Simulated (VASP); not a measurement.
# Nb3Pb (Pm-3n) in VASP: further runs, part 2 of 2

VASP 6.6.1.

## 3. Single point, PBEsol

This run uses another cell than the first one, of 18.68 Å³/atom.

Input file INCAR:

```
PREC = Accurate
ENCUT = 520
EDIFF = 1E-7
ISMEAR = -1
SIGMA = 0.1
LREAL = F
LASPH = T
NELM = 100
ALGO = Normal
ISIF = 2
LWAVE = F
LCHARG = F
GGA = PS
NBANDS = 63
```

Input file KPOINTS:

```
Automatic mesh
0
Gamma
  6 6 6
```

Input file POSCAR:

```
Nb3Pb
1.0
    5.3067931608      0.0000000000      0.0000000000
    0.0000000000      5.3067931608      0.0000000000
    0.0000000000      0.0000000000      5.3067931608
Nb Pb
6 2
Direct
    0.2500000000      0.0000000000      0.5000000000
    0.5000000000      0.7500000000      0.0000000000
    0.7500000000      0.0000000000      0.5000000000
    0.5000000000      0.2500000000      0.0000000000
    0.0000000000      0.5000000000      0.7500000000
    0.0000000000      0.5000000000      0.2500000000
    0.0000000000      0.0000000000      0.0000000000
    0.5000000000      0.5000000000      0.5000000000
```

Potentials or basis: VASP PAW PBE potentials, release 64 (Nb_sv, Pb_d).

Started as:

```console
$ cat potpaw_PBE.64/Nb_sv/POTCAR potpaw_PBE.64/Pb_d/POTCAR > POTCAR
$ mpirun -np 1 vasp_std > vasp.out
```

OUTCAR:

```text
PREC = Accurate
   ENCUT = 520
   EDIFF = 1E-7
   ISMEAR = -1
   LREAL = F
   LASPH = T
   NELM = 100
   ISIF = 2
   GGA = PS

 ion  position               nearest neighbor table
   1  0.250  0.000  0.500-   3 2.65   3 2.65   8 2.97   7 2.97   8 2.97   7 2.97
   2  0.500  0.750  0.000-   4 2.65   4 2.65   8 2.97   8 2.97   7 2.97   7 2.97
   3  0.750  0.000  0.500-   1 2.65   1 2.65   8 2.97   7 2.97   8 2.97   7 2.97
   4  0.500  0.250  0.000-   2 2.65   2 2.65   8 2.97   8 2.97   7 2.97   7 2.97
   5  0.000  0.500  0.750-   6 2.65   6 2.65   8 2.97   7 2.97   7 2.97   8 2.97
[... 1531 lines left out ...]
  Total       -0.2134509     -0.2134509     -0.2134509     -0.0000000     -0.0000000     -0.0000000
  in kB       -2.2882958     -2.2882958     -2.2882958     -0.0000000     -0.0000000     -0.0000000
  external PRESSURE =      -2.2882958 kB  Pullay stress =       0.0000000 kB

 VOLUME and BASIS-vectors are now :
 -----------------------------------------------------------------------------
  energy-cutoff  :      520.00
  volume of cell :      149.45
      direct lattice vectors                 reciprocal lattice vectors
     5.306793161  0.000000000  0.000000000     0.188437719  0.000000000  0.000000000
     0.000000000  5.306793161  0.000000000     0.000000000  0.188437719  0.000000000
     0.000000000  0.000000000  5.306793161     0.000000000  0.000000000  0.188437719

 POSITION                                       TOTAL-FORCE (eV/Angst)
 -----------------------------------------------------------------------------------
      1.32670      0.00000      2.65340        -0.000000     -0.000000     -0.000000
      2.65340      3.98009      0.00000         0.000000     -0.000000     -0.000000
      3.98009      0.00000      2.65340         0.000000      0.000000      0.000000
      2.65340      1.32670      0.00000        -0.000000     -0.000000      0.000000
      0.00000      2.65340      3.98009         0.000000      0.000000     -0.000000
      0.00000      2.65340      1.32670         0.000000      0.000000     -0.000000
      0.00000      0.00000      0.00000         0.000000     -0.000000     -0.000000
      2.65340      2.65340      2.65340         0.000000     -0.000000     -0.000000
 -----------------------------------------------------------------------------------
    total drift:                                0.000000     -0.000000      0.000000

  FREE ENERGIE OF THE ION-ELECTRON SYSTEM (eV)
  ---------------------------------------------------
  free  energy   TOTEN  =       -73.3513259390 eV

  energy  without entropy=      -73.0443188555  energy(sigma->0) =      -73.19782240
```

OSZICAR:

```text
N       E                     dE             d eps       ncg     rms          rms(c)
DAV:   1     0.175391616273E+04    0.17539E+04   -0.53319E+04  2520   0.197E+03
DAV:   2     0.164679262122E+03   -0.15892E+04   -0.15639E+04  2528   0.754E+02
DAV:   3    -0.496249539748E+02   -0.21430E+03   -0.20698E+03  3382   0.262E+02
DAV:   4    -0.750452181274E+02   -0.25420E+02   -0.24584E+02  4000   0.819E+01
DAV:   5    -0.767193106091E+02   -0.16741E+01   -0.16517E+01  4792   0.186E+01    0.175E+01
DAV:   6    -0.737177248494E+02    0.30016E+01   -0.76862E+00  3416   0.154E+01    0.573E+00
DAV:   7    -0.733558227126E+02    0.36190E+00   -0.21921E+00  4032   0.777E+00    0.237E+00
DAV:   8    -0.733511606824E+02    0.46620E-02   -0.21430E-01  4016   0.235E+00    0.926E-01
DAV:   9    -0.733510212250E+02    0.13946E-03   -0.41555E-02  3664   0.126E+00    0.384E-01
DAV:  10    -0.733512819302E+02   -0.26071E-03   -0.84301E-03  3976   0.512E-01    0.497E-02
DAV:  11    -0.733513304631E+02   -0.48533E-04   -0.90313E-04  4184   0.194E-01    0.297E-02
DAV:  12    -0.733513273608E+02    0.31023E-05   -0.39648E-05  4040   0.345E-02    0.742E-03
DAV:  13    -0.733513266429E+02    0.71789E-06   -0.72117E-06  3976   0.171E-02    0.236E-03
DAV:  14    -0.733513257051E+02    0.93786E-06   -0.10648E-06  3784   0.503E-03    0.134E-03
DAV:  15    -0.733513258941E+02   -0.18905E-06   -0.62645E-08  2120   0.212E-03    0.515E-04
DAV:  16    -0.733513259390E+02   -0.44856E-07   -0.25513E-08  1968   0.133E-03
   1 F= -.73351326E+02 E0= -.73197822E+02  d E =-.307007E+00
```

It took 2.2 min on 1 thread of Intel Xeon 6975P-C (Granite Rapids), shared host; peak memory 0.33 GiB.

Results:

```
Free energy            : -73.3513 eV
Pressure               : -0.2 GPa
Band gap on the k mesh : zero (bands 53 and 54 overlap by 0.59 eV)
```

Caveat: the PAW data sets were made with another functional, which shifts forces and pressure a little; spin-orbit coupling is left out, which moves the levels of the heavy elements.

## 4. Single point, PBE

This run uses another cell than the first one, of 19.37 Å³/atom.

Input file INCAR:

```
SYSTEM = Nb3Pb
ALGO     = Normal         ! electronic algorithm
EDIFF    = 1E-6           ! SCF threshold, eV
ENCUT    = 520            ! plane-wave cutoff, eV
GGA      = PE             ! functional
ISIF     = 2              ! what is computed and relaxed
ISMEAR   = -1             ! smearing method
LASPH    = .TRUE.         ! aspherical terms in the spheres
LCHARG   = .TRUE.         ! write CHGCAR
LELF     = .TRUE.         ! ELF
LREAL    = .FALSE.        ! projectors in reciprocal space
LVHAR    = .TRUE.       
LWAVE    = .FALSE.        ! write WAVECAR
NBANDS   = 63             ! bands
NELM     = 80             ! most SCF steps
PREC     = Accurate       ! precision mode
SIGMA    = 0.1            ! smearing width, eV
```

Input file KPOINTS:

```
k-points
0
G
  6 6 6
  0 0 0
```

POSCAR: that of step 3 with these lines changed.

```diff
@@ -2,5 +2,5 @@
 1.0
-    5.3067931608      0.0000000000      0.0000000000
-    0.0000000000      5.3067931608      0.0000000000
-    0.0000000000      0.0000000000      5.3067931608
+    5.3715168144      0.0000000000      0.0000000000
+    0.0000000000      5.3715168144      0.0000000000
+    0.0000000000      0.0000000000      5.3715168144
 Nb Pb
```

Started as:

```console
$ cat potpaw_PBE.64/Nb_sv/POTCAR potpaw_PBE.64/Pb_d/POTCAR > POTCAR
$ mpirun -np 1 vasp_std > vasp.out
```

Wall time 2 min (1 thread of Intel Xeon 6975P-C (Granite Rapids), shared host); peak memory 0.32 GiB.

It converged, with:

| Property | Result |
| --- | --- |
| Free energy | -67.6805 eV |
| Pressure | -0.2 GPa |
| Band gap on the k mesh | zero (bands 53 and 54 overlap by 0.60 eV) |

Levels at points of the mesh, in eV from the Fermi level:
| k point | band 52 | band 53 | band 54 | band 55 | band 56 | band 57 |
| --- | --- | --- | --- | --- | --- | --- |
| (0.00, 0.00, 0.00) | -0.48 | -0.12 | -0.12 | 1.26 | 2.12 | 2.12 |
| (0.50, 0.00, 0.00) | -0.83 | -0.42 | -0.42 | 1.38 | 1.38 | 2.01 |
| (0.50, 0.50, 0.00) | 0.13 | 0.13 | 0.63 | 0.64 | 0.64 | 0.72 |
| (0.50, 0.50, 0.50) | 0.05 | 0.05 | 0.05 | 0.17 | 0.17 | 0.17 |

Caveat: spin-orbit coupling is left out, which moves the levels of the heavy elements.

## 5. The runs side by side

```csv
level,potentials or basis,cell,gap on the mesh (eV),pressure (GPa)
LDA,"VASP PAW LDA potentials, release 64 (Nb_sv, Pb_d)","a = 5.269 Å, 8 atoms",none,0.1
PBEsol,"VASP PAW PBE potentials, release 64 (Nb_sv, Pb_d)","a = 5.307 Å, 8 atoms",none,-0.2
PBE,"VASP PAW PBE potentials, release 64 (Nb_sv, Pb_d)","a = 5.372 Å, 8 atoms",none,-0.2
```

Alike in all rows: task single point; no spin polarisation; k mesh 6 × 6 × 6; cutoff (eV) 520; smearing fermi-dirac 0.1 eV.

Caveats: spin-orbit coupling is left out, which moves the levels of the heavy elements; the PAW data sets were made with another functional, which shifts forces and pressure a little (at least some runs).

Absolute energies hang on the potentials; compare differences alone.
